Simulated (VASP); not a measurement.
Wanted: the native input for a VASP 6.6.1 run.

- Task: single point
- Functional: LDA
- Potentials or basis: VASP PAW LDA potentials, release 64 (Ir)
- Cutoff: 520 eV
- k mesh: 11 × 11 × 6
- Occupations: fermi-dirac, width 0.05 eV
- Spin: no spin polarisation
- Dipole correction: no
- Further INCAR settings: ALGO = Normal; EDIFF = 1e-06; NBANDS = 16

The structure of Ir lies in POSCAR:

```
Ir
1.0
    2.7141925539      0.0000000000      0.0000000000
   -1.3570962769      2.3505597024      0.0000000000
    0.0000000000      0.0000000000      4.4019813909
Ir
2
Direct
    0.3333333333      0.6666666667      0.2500000000
    0.6666666667      0.3333333333      0.7500000000
```

One way to write it, as run:

INCAR

```
SYSTEM = Ir
ALGO = Normal
EDIFF = 1E-6
ENCUT = 520
ISIF = 2
ISMEAR = -1
LASPH = .TRUE.
LCHARG = .TRUE.
LELF = .TRUE.
LREAL = .FALSE.
LVHAR = .TRUE.
LWAVE = .FALSE.
NBANDS = 16
NELM = 60
PREC = Accurate
SIGMA = 0.05
```

KPOINTS

```
k-points
0
G
  11 11 6
  0 0 0
```

Potentials or basis: VASP PAW LDA potentials, release 64 (Ir).

Run with:

```sh
$ cat potpaw_LDA.64/Ir/POTCAR > POTCAR
$ mpirun -np 1 vasp_std > vasp.out
```

Results of the run:

| Item | Value |
| --- | --- |
| Pressure | -1.3 GPa |
| Band gap on the k mesh | zero (band 9 reaches 11.55 eV, above the bottom of band 10 at 8.26 eV) |

Caveat: spin-orbit coupling is left out, which moves the levels of the heavy elements.

Run time: 10 s on 1 thread of Intel(R) Xeon(R) 6975P-C (Granite Rapids), with other jobs on the host, peak memory 0.14 GiB.
